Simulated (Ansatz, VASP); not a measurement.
## Two plane-wave programs on Ge

```
Ge
1.0
     5.99394    0.00000    0.00000
     0.00000    4.61408    0.00000
     0.00000    0.00000    4.88934
Ge
8
Direct
  0.40861 0.25000 0.00000
  0.59139 0.75000 0.50000
  0.59139 0.75000 0.00000
  0.40861 0.25000 0.50000
  0.91607 0.50968 0.25000
  0.08393 0.49032 0.75000
  0.08393 0.00968 0.25000
  0.91607 0.99032 0.75000
```

Alike in both runs: task single point; functional PBE; k mesh 4 × 4 × 4; occupations gaussian, width 0.1 eV; no spin polarisation.

|  | VASP | Ansatz |
| --- | --- | --- |
| version | VASP 6.6.1 | Ansatz 0.2.0 |
| potentials or method | VASP PAW PBE potentials, release 64 (Ge_d), cutoff 520 eV | scalar-relativistic, plane waves, PAW |
| valence electrons in the cell | 112 | 112 |

|  | VASP | Ansatz | Ansatz less VASP |
| --- | --- | --- | --- |
| gap on the k mesh at the Fermi level (eV) | none | none | - |
| pressure (GPa) | 22.4 | 22.4 | +0.02 |
| traceless stress, the component that is largest in VASP (GPa) | 5.03 | 5.01 | -0.024 |
| rms of the force components (eV/Å) | 0.425 | 0.424 | -0.0016 |

Atom by atom the forces differ by 0.002 eV/Å (rms over components). A gap of «none» marks a metal or a gap that the smearing closes. With one functional, cell and mesh, what is left measures potentials, basis and numerics.
